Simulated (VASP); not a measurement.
# BiB12 (Fm-3m) in VASP: further runs

BiB12 is run at these levels: PBE; tasks: single point, relaxation of cell and atoms.

Everything below comes from runs of VASP 6.6.1. Logs are shortened: lines on timing, memory, paths and dates and some standing lists are left out, and cuts for length are marked.

### 1 The cell of the first run

It takes space group Fm-3m (No. 225, cubic). Conventional cell: a = 7.609 Å, b = 7.609 Å, c = 7.609 Å, α = 90.00°, β = 90.00°, γ = 90.00°. B (site symmetry mm2) has 5 B at 1.75 to 1.81 Å within 2.3 Å. Bi (site symmetry m-3m) has 24 B at 2.83 Å within 3.7 Å.

The cell was built from a structure type or drawn by symmetry, and may not be a known phase.

### 2 Single point, PBE

INCAR

```
SYSTEM = BiB12
  ALGO = Normal
  EDIFF = 1E-6
  ENCUT = 520
  GGA = PE
  ISIF = 2
  ISMEAR = 0
  LASPH = .True.
  LCHARG = .True.
  LELF = .True.
  LREAL = .False.
  LVHAR = .True.
  LWAVE = .False.
  NBANDS = 38
  NELM = 80
  PREC = Accurate
  SIGMA = 0.1
```

KPOINTS

```
k-points
0
Gamma
  4 4 4
  0 0 0
```

POSCAR

```
BiB12
1.0
    0.0000000000      3.8044754293      3.8044754293
    3.8044754293      0.0000000000      3.8044754293
    3.8044754293      3.8044754293      0.0000000000
B Bi
12 1
Direct
    0.8372752609      0.1627247391      0.5000000000
    0.1627247391      0.8372752609      0.5000000000
    0.5000000000      0.8372752609      0.1627247391
    0.1627247391      0.5000000000      0.5000000000
    0.5000000000      0.5000000000      0.8372752609
    0.5000000000      0.5000000000      0.1627247391
    0.5000000000      0.8372752609      0.5000000000
    0.1627247391      0.5000000000      0.8372752609
    0.8372752609      0.5000000000      0.5000000000
    0.5000000000      0.1627247391      0.5000000000
    0.8372752609      0.5000000000      0.1627247391
    0.5000000000      0.1627247391      0.8372752609
    0.0000000000      0.0000000000      0.0000000000
```

Potentials or basis: VASP PAW PBE potentials, release 64 (B, Bi_d).

Started as:

```bash
$ cat potpaw_PBE.64/B/POTCAR potpaw_PBE.64/Bi_d/POTCAR > POTCAR
$ mpirun -np 1 vasp_std > vasp.out
```

OUTCAR:

```text
SYSTEM = BiB12
   EDIFF = 1E-6
   ENCUT = 520
   GGA = PE
   ISIF = 2
   ISMEAR = 0
   LASPH = .True.
   LREAL = .False.
   NELM = 80
   PREC = Accurate

 ion  position               nearest neighbor table
   1  0.837  0.163  0.500-   2 1.75   9 1.81  10 1.81  11 1.81  12 1.81  13 2.83  13 2.83
   2  0.163  0.837  0.500-   1 1.75   3 1.81   4 1.81   7 1.81   8 1.81  13 2.83  13 2.83
   3  0.500  0.837  0.163-  12 1.75   6 1.81   7 1.81  11 1.81   2 1.81  13 2.83  13 2.83
   4  0.163  0.500  0.500-   9 1.75   6 1.81   8 1.81   2 1.81  10 1.81  13 2.83  13 2.83
   5  0.500  0.500  0.837-   6 1.75   7 1.81   8 1.81   9 1.81  12 1.81  13 2.83  13 2.83
   6  0.500  0.500  0.163-   5 1.75   4 1.81   3 1.81  10 1.81  11 1.81  13 2.83  13 2.83
   7  0.500  0.837  0.500-  10 1.75   3 1.81   5 1.81   9 1.81   2 1.81  13 2.83  13 2.83
   8  0.163  0.500  0.837-  11 1.75   4 1.81   5 1.81   2 1.81  12 1.81  13 2.83  13 2.83
   9  0.837  0.500  0.500-   4 1.75   1 1.81   5 1.81   7 1.81  11 1.81  13 2.83  13 2.83
  10  0.500  0.163  0.500-   7 1.75   4 1.81   6 1.81   1 1.81  12 1.81  13 2.83  13 2.83
  11  0.837  0.500  0.163-   8 1.75   3 1.81   6 1.81   1 1.81   9 1.81  13 2.83  13 2.83
  12  0.500  0.163  0.837-   3 1.75   1 1.81   5 1.81   8 1.81  10 1.81  13 2.83  13 2.83
  13  0.000  0.000  0.000-   1 2.83   2 2.83   3 2.83   8 2.83  11 2.83  12 2.83   1 2.83   2 2.83
                             4 2.83   7 2.83   9 2.83  10 2.83   4 2.83   5 2.83   6 2.83   8 2.83

  LATTYP: Found a face centered cubic cell.
 ALAT       =     7.6089508586

  Lattice vectors:

 A1 = (   0.0000000000,   3.8044754293,   3.8044754293)
 A2 = (   3.8044754293,   0.0000000000,   3.8044754293)
 A3 = (   3.8044754293,   3.8044754293,   0.0000000000)

Analysis of symmetry for initial positions (statically):
=====================================================================
 Subroutine PRICEL returns:
 Original cell was already a primitive cell.

 Routine SETGRP: Setting up the symmetry group for a
 face centered cubic supercell.

 Subroutine GETGRP returns: Found 48 space group operations
 (whereof 48 operations were pure point group operations)
 out of a pool of 48 trial point group operations.

The static configuration has the point symmetry O_h .

Analysis of symmetry for dynamics (positions and initial velocities):
=====================================================================
 Subroutine PRICEL returns:
 Original cell was already a primitive cell.

 Routine SETGRP: Setting up the symmetry group for a
 face centered cubic supercell.

 Subroutine GETGRP returns: Found 48 space group operations
 (whereof 48 operations were pure point group operations)
 out of a pool of 48 trial point group operations.

The dynamic configuration has the point symmetry O_h .

 Subroutine INISYM returns: Found 48 space group operations
 (whereof 48 operations are pure point group operations),
 and found     1 'primitive' translations

----------------------------------------------------------------------------------------

                                     Primitive cell

  volume of cell :     110.1322

  direct lattice vectors                    reciprocal lattice vectors
     0.000000000  3.804475429  3.804475429    -0.131424163  0.131424163  0.131424163
     3.804475429  0.000000000  3.804475429     0.131424163 -0.131424163  0.131424163
     3.804475429  3.804475429  0.000000000     0.131424163  0.131424163 -0.131424163

  length of vectors
     5.380340750  5.380340750  5.380340750     0.227633328  0.227633328  0.227633328

  position of ions in fractional coordinates (direct lattice)
     0.837275261  0.162724739  0.500000000
     0.162724739  0.837275261  0.500000000
     0.500000000  0.837275261  0.162724739
     0.162724739  0.500000000  0.500000000
     0.500000000  0.500000000  0.837275261
     0.500000000  0.500000000  0.162724739
     0.500000000  0.837275261  0.500000000
     0.162724739  0.500000000  0.837275261
     0.837275261  0.500000000  0.500000000
     0.500000000  0.162724739  0.500000000
     0.837275261  0.500000000  0.162724739
     0.500000000  0.162724739  0.837275261
     0.000000000  0.000000000  0.000000000

  ion indices of the primitive-cell ions
   primitive index   ion index
                 1           1
                 2           2
                 3           3
                 4           4
                 5           5
                 6           6
                 7           7
                 8           8
                 9           9
                10          10
                11          11
                12          12
                13          13

----------------------------------------------------------------------------------------

 KPOINTS: k-points

Automatic generation of k-mesh.
 Grid dimensions read from file:
 generate k-points for:    4    4    4

 Generating k-lattice:

  Cartesian coordinates                     Fractional coordinates (reciprocal lattice)
    -0.032856041  0.032856041  0.032856041     0.250000000  0.000000000  0.000000000
     0.032856041 -0.032856041  0.032856041     0.000000000  0.250000000  0.000000000
     0.032856041  0.032856041 -0.032856041     0.000000000  0.000000000  0.250000000

  Length of vectors
     0.056908332  0.056908332  0.056908332

  Shift w.r.t. Gamma in fractional coordinates (k-lattice)
     0.000000000  0.000000000  0.000000000

 Subroutine IBZKPT returns following result:
 ===========================================

 Found      8 irreducible k-points:

 Following reciprocal coordinates:
            Coordinates               Weight
  0.000000  0.000000  0.000000      1.000000
  0.250000  0.000000  0.000000      8.000000
  0.500000  0.000000  0.000000      4.000000
  0.250000  0.250000  0.000000      6.000000
  0.500000  0.250000  0.000000     24.000000
 -0.250000  0.250000  0.000000     12.000000
  0.500000  0.500000  0.000000      3.000000
 -0.250000  0.500000  0.250000      6.000000
   k-points           NKPTS =      8   k-points in BZ     NKDIM =      8   number of bands    NBANDS=     38
   number of dos      NEDOS =    301   number of ions     NIONS =     13
   total plane-waves  NPLWV =  64000
   dimension x,y,z NGX =    40 NGY =   40 NGZ =   40
   dimension x,y,z NGXF=    80 NGYF=   80 NGZF=   80
   ions per type =              12   1
   NGX,Y,Z   is equivalent  to a cutoff of  12.36, 12.36, 12.36 a.u.
   NGXF,Y,Z  is equivalent  to a cutoff of  24.72, 24.72, 24.72 a.u.
 SYSTEM =  BiB12
   PREC   = accura    normal or accurate (medium, high low for compatibility)
   ISTART =      0    job   : 0-new  1-cont  2-samecut
   ICHARG =      2    charge: 1-file 2-atom 10-const
   ISPIN  =      1    spin polarized calculation?
   LNONCOLLINEAR =      F non collinear calculations
   LSORBIT =      F    spin-orbit coupling
   LASPH  =      T    aspherical Exc in radial PAW
   ENCUT  =  520.0 eV  38.22 Ry    6.18 a.u.  10.00 10.00 10.00*2*pi/ulx,y,z
   NELM   =     80;   NELMIN=  2; NELMDL= -5     # of ELM steps
   EDIFF  = 0.1E-05   stopping-criterion for ELM
   LREAL  =      F    real-space projection
   EDIFFG = 0.1E-04   stopping-criterion for IOM
   NSW    =      0    number of steps for IOM
   IBRION =     -1    ionic relax: 0-MD 1-quasi-New 2-CG
   NFREE  =      0    steps in history (QN), initial steepest desc. (CG)
   ISIF   =      2    stress and relaxation
   ISYM   =      2    0-nonsym 1-usesym 2-fastsym
   POTIM  = 0.5000    time-step for ionic-motion
   TEBEG  =    0.0;   TEEND  =   0.0 temperature during run
   PSTRESS=    0.0 pullay stress
   NELECT =      51.0000    total number of electrons
   NUPDOWN=      -1.0000    fix difference up-down
   EMIN   =  10.00;   EMAX   =-10.00  energy-range for DOS
   EFERMI =   0.00;   METHOD = LEGACY
   ISMEAR =     0;   SIGMA  =   0.10  broadening in eV -4-tet -1-fermi 0-gaus
   EFERMI_NEDOS =   21; number of points for ismear=-14 and -15
   IALGO  =     38    algorithm
   IMIX   =      4    mixing-type and parameters
     AMIX     =   0.40;   BMIX     =  1.00
     AMIX_MAG =   1.60;   BMIX_MAG =  1.00
  volume/ion in A,a.u.               =       8.47        57.17
  Fermi-wavevector in a.u.,A,eV,Ry     =   1.266563  2.393457 21.826217  1.604182
  Thomas-Fermi vector in A             =   2.399757
   LORBIT       =      0    0 simple, 1 ext, 2 COOP (PROOUT), +10 PAW based schemes
   GGA     = PE    functional components
   LHFCALC =     F    Hartree Fock is set to
   AEXX    =    0.0000 exact exchange contribution
   IVDW    =     0    specifies the selected vdW correction
   LEPSILON=     F    determine dielectric tensor
   LRPA    =     F    only Hartree local field effects (RPA)
 non-spin polarized calculation
 Gauss-broadening in eV      SIGMA  =   0.10
  energy-cutoff  :      520.00
  volume of cell :      110.13
 maximum number of plane-waves:      2996
   NGX = 21   NGY = 21   NGZ = 21

 number of electron      50.9999992 magnetization

 Free energy of the ion-electron system (eV)
  ---------------------------------------------------
  ext. energy  EPLUGINS =         0.00000000
  ---------------------------------------------------
  free energy    TOTEN  =       -80.65609707 eV

  energy without entropy =      -80.63041504  energy(sigma->0) =      -80.64325605

 E-fermi :   7.9183     XC(G=0): -11.7513

 val. band max:        7.8830716249   @ k =   0.5000   0.2500   0.0000
 cond. band min:       7.9316030119   @ k =   0.5000   0.0000   0.0000
 fundamental gap:      0.0485313871
 Fermi energy:         7.9183495868

 k-point     1 :       0.0000    0.0000    0.0000
  band No.  band energies     occupation
      1     -16.1689      2.00000
      2     -16.1689      2.00000
      3     -16.1535      2.00000
      4     -16.1535      2.00000
      5     -16.1535      2.00000
      6      -8.2176      2.00000
[... 29 lines left out ...]
     36      15.3932      0.00000
     37      15.5032      0.00000

 k-point     2 :       0.2500    0.0000    0.0000
  band No.  band energies     occupation
      1     -16.1689      2.00000
      2     -16.1689      2.00000
      3     -16.1532      2.00000
      4     -16.1524      2.00000
      5     -16.1524      2.00000
      6      -7.8274      2.00000
[... 29 lines left out ...]
     36      14.5871      0.00000
     37      14.9382      0.00000

 k-point     3 :       0.5000    0.0000    0.0000
  band No.  band energies     occupation
      1     -16.1690      2.00000
      2     -16.1690      2.00000
      3     -16.1529      2.00000
      4     -16.1513      2.00000
      5     -16.1513      2.00000
      6      -6.7655      2.00000
[... 29 lines left out ...]
     36      14.4223      0.00000
     37      14.7031      0.00000

 k-point     4 :       0.2500    0.2500    0.0000
  band No.  band energies     occupation
      1     -16.1697      2.00000
      2     -16.1681      2.00000
      3     -16.1542      2.00000
      4     -16.1515      2.00000
      5     -16.1515      2.00000
      6      -7.7064      2.00000
[... 29 lines left out ...]
     36      13.5895      0.00000
     37      14.7283      0.00000

 k-point     5 :       0.5000    0.2500    0.0000
  band No.  band energies     occupation
      1     -16.1698      2.00000
      2     -16.1681      2.00000
      3     -16.1534      2.00000
      4     -16.1509      2.00000
      5     -16.1505      2.00000
      6      -6.8754      2.00000
[... 29 lines left out ...]
     36      13.2645      0.00000
     37      14.4795      0.00000

 k-point     6 :      -0.2500    0.2500    0.0000
  band No.  band energies     occupation
      1     -16.1690      2.00000
      2     -16.1689      2.00000
      3     -16.1524      2.00000
      4     -16.1518      2.00000
      5     -16.1514      2.00000
      6      -7.1967      2.00000
[... 29 lines left out ...]
     36      13.2952      0.00000
     37      14.6841      0.00000

 k-point     7 :       0.5000    0.5000    0.0000
  band No.  band energies     occupation
      1     -16.1708      2.00000
      2     -16.1672      2.00000
      3     -16.1549      2.00000
      4     -16.1496      2.00000
      5     -16.1496      2.00000
      6      -6.7203      2.00000
[... 29 lines left out ...]
     36      14.0442      0.00000
     37      14.0564      0.00000

 k-point     8 :      -0.2500    0.5000    0.2500
  band No.  band energies     occupation
      1     -16.1699      2.00000
      2     -16.1681      2.00000
      3     -16.1523      2.00000
      4     -16.1523      2.00000
      5     -16.1496      2.00000
      6      -6.3456      2.00000
[... 29 lines left out ...]
     36      13.6353      0.00000
     37      13.6353      0.00000
 [bands above 37 left out]

------------------------ aborting loop because EDIFF is reached ----------------------------------------

  FORCE on cell =-STRESS in cart. coord.  units (eV):
  Direction    XX          YY          ZZ          XY          YZ          ZX
  --------------------------------------------------------------------------------------
  -------------------------------------------------------------------------------------
  Total        0.0857847      0.0857847      0.0857847     -0.0000000     -0.0000000      0.0000000
  in kB        1.2479754      1.2479754      1.2479754     -0.0000000     -0.0000000      0.0000000
  external PRESSURE =       1.2479754 kB  Pullay stress =       0.0000000 kB

 VOLUME and BASIS-vectors are now :
 -----------------------------------------------------------------------------
  energy-cutoff  :      520.00
  volume of cell :      110.13
      direct lattice vectors                 reciprocal lattice vectors
     0.000000000  3.804475429  3.804475429    -0.131424163  0.131424163  0.131424163
     3.804475429  0.000000000  3.804475429     0.131424163 -0.131424163  0.131424163
     3.804475429  3.804475429  0.000000000     0.131424163  0.131424163 -0.131424163

 POSITION                                       TOTAL-FORCE (eV/Angst)
 -----------------------------------------------------------------------------------
      2.52132      5.08763      3.80448         0.014691     -0.014691     -0.000000
      5.08763      2.52132      3.80448        -0.014691      0.014691     -0.000000
      3.80448      2.52132      5.08763         0.000000      0.014691     -0.014691
      3.80448      2.52132      2.52132         0.000000      0.014691      0.014691
      5.08763      5.08763      3.80448        -0.014691     -0.014691     -0.000000
      2.52132      2.52132      3.80448         0.014691      0.014691     -0.000000
      5.08763      3.80448      5.08763        -0.014691     -0.000000     -0.014691
      5.08763      3.80448      2.52132        -0.014691     -0.000000      0.014691
      3.80448      5.08763      5.08763        -0.000000     -0.014691     -0.014691
      2.52132      3.80448      2.52132         0.014691     -0.000000      0.014691
      2.52132      3.80448      5.08763         0.014691     -0.000000     -0.014691
      3.80448      5.08763      2.52132         0.000000     -0.014691      0.014691
      0.00000      0.00000      0.00000         0.000000     -0.000000     -0.000000
 -----------------------------------------------------------------------------------
    total drift:                                0.000000     -0.000000      0.000000

  FREE ENERGIE OF THE ION-ELECTRON SYSTEM (eV)
  ---------------------------------------------------
  free  energy   TOTEN  =       -80.6560970678 eV

  energy  without entropy=      -80.6304150352  energy(sigma->0) =      -80.64325605
```

Run time: 33 s. Hardware: 1 thread of Intel Xeon Platinum 8559C (Emerald Rapids), shared host; peak memory 0.23 GiB.

What came out:

* Free energy: -80.6561 eV
* Pressure: 0.1 GPa
* Largest force: 0.021 eV/Å
* Band gap on the k mesh: zero (an odd number of electrons rules out a gap without spin polarisation)

Forces on the atoms (eV/Å):
```
B    0.015 -0.015  0.000
B   -0.015  0.015  0.000
B    0.000  0.015 -0.015
B    0.000  0.015  0.015
B   -0.015 -0.015  0.000
B    0.015  0.015  0.000
B   -0.015  0.000 -0.015
B   -0.015  0.000  0.015
B    0.000 -0.015 -0.015
B    0.015  0.000  0.015
B    0.015  0.000 -0.015
B    0.000 -0.015  0.015
Bi   0.000  0.000  0.000
```

Caveat: spin-orbit coupling is left out, which moves the levels of the heavy elements.

[end of part 1 of 2]
